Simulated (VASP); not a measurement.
# C (Fm-3m) in VASP: notebook

C is run at these levels: PBEsol; tasks: single point.

All numbers are computed with VASP 6.6.1; they aren't measurements. Logs are shortened: lines on timing, memory, paths and dates and some standing lists are left out, and cuts for length are marked.

## 1. The cell of the first run

It takes space group Fm-3m (No. 225, cubic). Conventional cell: a = 2.671 Å, b = 2.671 Å, c = 2.671 Å, α = 90.00°, β = 90.00°, γ = 90.00°. Within 2.5 Å of C (site symmetry m-3m) lie 12 C at 1.89 Å.

## 2. Single point, PBEsol (volume scaled by 0.68)

INCAR reads:

```
SYSTEM = C
  ALGO = Normal
  EDIFF = 1E-7
  ENCUT = 520
  GGA = PS
  ISIF = 2
  ISMEAR = -1
  LASPH = .TRUE.
  LCHARG = .FALSE.
  LREAL = .FALSE.
  LWAVE = .FALSE.
  NBANDS = 8
  NELM = 100
  PREC = Accurate
  SIGMA = 0.08
```

KPOINTS reads:

```
k-points
0
G
  24 24 24
  0 0 0
```

POSCAR reads:

```
C
1.0
    0.0000000000      1.3355200488      1.3355200488
    1.3355200488      0.0000000000      1.3355200488
    1.3355200488      1.3355200488      0.0000000000
C
1
Direct
    0.0000000000      0.0000000000      0.0000000000
```

Potentials or basis: VASP PAW PBE potentials, release 64 (C).

On the command line:

```
$ cat potpaw_PBE.64/C/POTCAR > POTCAR
$ mpirun -np 1 vasp_std > vasp.out
```

OUTCAR:

```text
SYSTEM = C
   EDIFF = 1E-7
   ENCUT = 520
   GGA = PS
   ISIF = 2
   ISMEAR = -1
   LASPH = .TRUE.
   LREAL = .FALSE.
   NELM = 100
   PREC = Accurate

 ion  position               nearest neighbor table
   1  0.000  0.000  0.000-

  LATTYP: Found a face centered cubic cell.
 ALAT       =     2.6710400976

  Lattice vectors:

 A1 = (   0.0000000000,   1.3355200488,   1.3355200488)
 A2 = (   1.3355200488,   0.0000000000,   1.3355200488)
 A3 = (   1.3355200488,   1.3355200488,   0.0000000000)

Analysis of symmetry for initial positions (statically):
=====================================================================
 Subroutine PRICEL returns:
 Original cell was already a primitive cell.

 Routine SETGRP: Setting up the symmetry group for a
 face centered cubic supercell.

 Subroutine GETGRP returns: Found 48 space group operations
 (whereof 48 operations were pure point group operations)
 out of a pool of 48 trial point group operations.

The static configuration has the point symmetry O_h .

Analysis of symmetry for dynamics (positions and initial velocities):
=====================================================================
 Subroutine PRICEL returns:
 Original cell was already a primitive cell.

 Routine SETGRP: Setting up the symmetry group for a
 face centered cubic supercell.

 Subroutine GETGRP returns: Found 48 space group operations
 (whereof 48 operations were pure point group operations)
 out of a pool of 48 trial point group operations.

The dynamic configuration has the point symmetry O_h .

 Subroutine INISYM returns: Found 48 space group operations
 (whereof 48 operations are pure point group operations),
 and found     1 'primitive' translations

----------------------------------------------------------------------------------------

                                     Primitive cell

  volume of cell :       4.7641

  direct lattice vectors                    reciprocal lattice vectors
     0.000000000  1.335520049  1.335520049    -0.374385993  0.374385993  0.374385993
     1.335520049  0.000000000  1.335520049     0.374385993 -0.374385993  0.374385993
     1.335520049  1.335520049  0.000000000     0.374385993  0.374385993 -0.374385993

  length of vectors
     1.888710566  1.888710566  1.888710566     0.648455562  0.648455562  0.648455562

  position of ions in fractional coordinates (direct lattice)
     0.000000000  0.000000000  0.000000000

  ion indices of the primitive-cell ions
   primitive index   ion index
                 1           1

----------------------------------------------------------------------------------------

 KPOINTS: k-points

Automatic generation of k-mesh.
 Grid dimensions read from file:
 generate k-points for:   24   24   24

 Generating k-lattice:

  Cartesian coordinates                     Fractional coordinates (reciprocal lattice)
    -0.015599416  0.015599416  0.015599416     0.041666667  0.000000000  0.000000000
     0.015599416 -0.015599416  0.015599416     0.000000000  0.041666667  0.000000000
     0.015599416  0.015599416 -0.015599416     0.000000000  0.000000000  0.041666667

  Length of vectors
     0.027018982  0.027018982  0.027018982

  Shift w.r.t. Gamma in fractional coordinates (k-lattice)
     0.000000000  0.000000000  0.000000000

 Subroutine IBZKPT returns following result:
 ===========================================

 Found    413 irreducible k-points:

 Following reciprocal coordinates:
            Coordinates               Weight
  0.000000  0.000000  0.000000      1.000000
  0.041667  0.000000  0.000000      8.000000
  0.083333  0.000000  0.000000      8.000000
  0.125000  0.000000  0.000000      8.000000
  0.166667  0.000000  0.000000      8.000000
  0.208333  0.000000  0.000000      8.000000
[... 16 lines left out ...]
  0.416667  0.041667  0.000000     24.000000
  0.458333  0.041667  0.000000     24.000000
 [... further k-points ...]
   k-points           NKPTS =    413   k-points in BZ     NKDIM =    413   number of bands    NBANDS=      8
   number of dos      NEDOS =    301   number of ions     NIONS =      1
   total plane-waves  NPLWV =   2744
   dimension x,y,z NGX =    14 NGY =   14 NGZ =   14
   dimension x,y,z NGXF=    28 NGYF=   28 NGZF=   28
   ions per type =               1
   NGX,Y,Z   is equivalent  to a cutoff of  12.32, 12.32, 12.32 a.u.
   NGXF,Y,Z  is equivalent  to a cutoff of  24.65, 24.65, 24.65 a.u.
 SYSTEM =  C
   PREC   = accura    normal or accurate (medium, high low for compatibility)
   ISTART =      0    job   : 0-new  1-cont  2-samecut
   ICHARG =      2    charge: 1-file 2-atom 10-const
   ISPIN  =      1    spin polarized calculation?
   LNONCOLLINEAR =      F non collinear calculations
   LSORBIT =      F    spin-orbit coupling
   LASPH  =      T    aspherical Exc in radial PAW
   ENCUT  =  520.0 eV  38.22 Ry    6.18 a.u.   3.51  3.51  3.51*2*pi/ulx,y,z
   NELM   =    100;   NELMIN=  2; NELMDL= -5     # of ELM steps
   EDIFF  = 0.1E-06   stopping-criterion for ELM
   LREAL  =      F    real-space projection
   EDIFFG = 0.1E-05   stopping-criterion for IOM
   NSW    =      0    number of steps for IOM
   IBRION =     -1    ionic relax: 0-MD 1-quasi-New 2-CG
   NFREE  =      0    steps in history (QN), initial steepest desc. (CG)
   ISIF   =      2    stress and relaxation
   ISYM   =      2    0-nonsym 1-usesym 2-fastsym
   POTIM  = 0.5000    time-step for ionic-motion
   TEBEG  =    0.0;   TEEND  =   0.0 temperature during run
   PSTRESS=    0.0 pullay stress
   NELECT =       4.0000    total number of electrons
   NUPDOWN=      -1.0000    fix difference up-down
   EMIN   =  10.00;   EMAX   =-10.00  energy-range for DOS
   EFERMI =   0.00;   METHOD = LEGACY
   ISMEAR =    -1;   SIGMA  =   0.08  broadening in eV -4-tet -1-fermi 0-gaus
   EFERMI_NEDOS =   21; number of points for ismear=-14 and -15
   IALGO  =     38    algorithm
   IMIX   =      4    mixing-type and parameters
     AMIX     =   0.40;   BMIX     =  1.00
     AMIX_MAG =   1.60;   BMIX_MAG =  1.00
  volume/ion in A,a.u.               =       4.76        32.15
  Fermi-wavevector in a.u.,A,eV,Ry     =   1.544428  2.918546 32.453416  2.385259
  Thomas-Fermi vector in A             =   2.649951
   LORBIT       =      0    0 simple, 1 ext, 2 COOP (PROOUT), +10 PAW based schemes
   GGA     = PS    functional components
   LHFCALC =     F    Hartree Fock is set to
   AEXX    =    0.0000 exact exchange contribution
   IVDW    =     0    specifies the selected vdW correction
   LEPSILON=     F    determine dielectric tensor
   LRPA    =     F    only Hartree local field effects (RPA)
 non-spin polarized calculation
  energy-cutoff  :      520.00
  volume of cell :        4.76
 maximum number of plane-waves:       138
   NGX =  7   NGY =  7   NGZ =  7

 number of electron       4.0000000 magnetization

 Free energy of the ion-electron system (eV)
  ---------------------------------------------------
  ext. energy  EPLUGINS =         0.00000000
  ---------------------------------------------------
  free energy    TOTEN  =        -4.50722672 eV

  energy without entropy =       -4.50156492  energy(sigma->0) =       -4.50439582

 E-fermi :  14.6825     XC(G=0): -14.8938

 val. band max:       14.6638801074   @ k =  -0.3750   0.3750   0.1667
 cond. band min:      14.6832088510   @ k =  -0.2500   0.1250   0.0000
 fundamental gap:      0.0193287437
 Fermi energy:        14.6824828386

 k-point     1 :       0.0000    0.0000    0.0000
  band No.  band energies     occupation
      1     -11.0123      2.00000
      2      26.4773      0.00000
      3      26.4773      0.00000
      4      26.4773      0.00000
      5      50.7776      0.00000
      6      50.7776      0.00000
      7      50.7776      0.00000
      8      55.9327      0.00000

 k-point     2 :       0.0417    0.0000    0.0000
  band No.  band energies     occupation
      1     -10.9217      2.00000
      2      26.1558      0.00000
      3      26.4127      0.00000
      4      26.4127      0.00000
      5      49.7023      0.00000
      6      50.9434      0.00000
      7      50.9434      0.00000
      8      57.4611      0.00000

 k-point     3 :       0.0833    0.0000    0.0000
  band No.  band energies     occupation
      1     -10.6503      2.00000
      2      25.1963      0.00000
      3      26.2304      0.00000
      4      26.2304      0.00000
      5      48.0434      0.00000
      6      51.3939      0.00000
      7      51.3939      0.00000
      8      58.4833      0.00000

 k-point     4 :       0.1250    0.0000    0.0000
  band No.  band energies     occupation
      1     -10.1982      2.00000
      2      23.6561      0.00000
      3      25.9503      0.00000
      4      25.9503      0.00000
      5      46.7745      0.00000
      6      51.9602      0.00000
      7      51.9602      0.00000
      8      57.2797      0.00000

 k-point     5 :       0.1667    0.0000    0.0000
  band No.  band energies     occupation
      1      -9.5660      2.00000
      2      21.6459      0.00000
      3      25.6094      0.00000
      4      25.6094      0.00000
      5      46.0337      0.00000
      6      52.3022      0.00000
      7      52.3022      0.00000
      8      55.9418      0.00000
[... 177 lines left out ...]
 k-point    22 :       0.3750    0.0417    0.0000
  band No.  band energies     occupation
      1      -4.2018      2.00000
      2       9.9788      2.00000
      3      23.5792      0.00000
      4      24.2074      0.00000
      5      46.1180      0.00000
      6      47.4354      0.00000
      7      49.3007      0.00000
      8      52.8372      0.00000

 k-point    23 :       0.4167    0.0417    0.0000
  band No.  band energies     occupation
      1      -2.6038      2.00000
      2       7.5428      2.00000
      3      23.4810      0.00000
      4      23.9032      0.00000
      5      45.6879      0.00000
      6      47.8232      0.00000
      7      48.5015      0.00000
      8      52.2987      0.00000

 k-point    24 :       0.4583    0.0417    0.0000
  band No.  band energies     occupation
      1      -0.9028      2.00000
      2       5.2880      2.00000
      3      23.4642      0.00000
      4      23.6517      0.00000
      5      45.3745      0.00000
      6      47.9142      0.00000
      7      48.2167      0.00000
      8      51.9484      0.00000

 [... further k-points ...]
[... 5 lines left out ...]
  --------------------------------------------------------------------------------------
  -------------------------------------------------------------------------------------
  Total        3.9154813      3.9154813      3.9154813     -0.0000000      0.0000000     -0.0000000
  in kB     1316.7838786   1316.7838786   1316.7838786     -0.0000000      0.0000000     -0.0000000
  external PRESSURE =    1316.7838786 kB  Pullay stress =       0.0000000 kB

 VOLUME and BASIS-vectors are now :
 -----------------------------------------------------------------------------
  energy-cutoff  :      520.00
  volume of cell :        4.76
      direct lattice vectors                 reciprocal lattice vectors
     0.000000000  1.335520049  1.335520049    -0.374385993  0.374385993  0.374385993
     1.335520049  0.000000000  1.335520049     0.374385993 -0.374385993  0.374385993
     1.335520049  1.335520049  0.000000000     0.374385993  0.374385993 -0.374385993

 POSITION                                       TOTAL-FORCE (eV/Angst)
 -----------------------------------------------------------------------------------
      0.00000      0.00000      0.00000        -0.000000      0.000000     -0.000000
 -----------------------------------------------------------------------------------
    total drift:                               -0.000000      0.000000     -0.000000

  FREE ENERGIE OF THE ION-ELECTRON SYSTEM (eV)
  ---------------------------------------------------
  free  energy   TOTEN  =        -4.5072267215 eV

  energy  without entropy=       -4.5015649224  energy(sigma->0) =       -4.50439582
```

Wall time 9.3 s (1 thread of Intel Xeon Platinum 8259CL at 2.50GHz (Skylake/Cascade Lake), shared host); peak memory 0.11 GiB.

What came out:

* Free energy: -4.5072 eV
* Pressure: 131.7 GPa
* Band gap on the k mesh: zero (band 2 reaches 26.48 eV, above the bottom of band 3 at 10.70 eV)

Caveat: the PAW data sets were made with another functional, which shifts forces and pressure a little.

## 3. Single point, PBEsol (volume scaled by 0.68)

INCAR reads:

```
PREC = Accurate
ENCUT = 520
EDIFF = 1E-6
ISMEAR = -1
SIGMA = 0.08
LREAL = False
LASPH = True
NELM = 100
ALGO = Normal
ISIF = 2
LWAVE = False
LCHARG = False
GGA = PS
NBANDS = 8
```

KPOINTS reads:

```
Automatic mesh
0
Gamma
  24 24 24
```

POSCAR is that of step 2.

Potentials or basis: VASP PAW PBE potentials, release 64 (C).

On the command line:

```
$ cat potpaw_PBE.64/C/POTCAR > POTCAR
$ mpirun -np 1 vasp_std > vasp.out
```

It took 7.8 s on 1 thread of Intel Xeon Platinum 8259CL at 2.50GHz (Skylake/Cascade Lake), shared host; peak memory 0.11 GiB.

It converged, with:

```
Free energy            : -4.5072 eV
Pressure               : 131.7 GPa
Band gap on the k mesh : zero (band 2 reaches 26.48 eV, above the bottom of band 3 at 10.70 eV)
```

Levels at points of the mesh, in eV from the Fermi level:
```tsv
k point	band 1	band 2	band 3	band 4	band 5	band 6
(0.00, 0.00, 0.00)	-25.69	11.79	11.79	11.79	36.10	36.10
(0.50, 0.00, 0.00)	-14.01	-11.39	9.02	9.02	32.53	32.53
(0.50, 0.50, 0.00)	-11.14	-5.32	2.48	2.48	17.52	18.44
```

Caveat: the PAW data sets were made with another functional, which shifts forces and pressure a little.
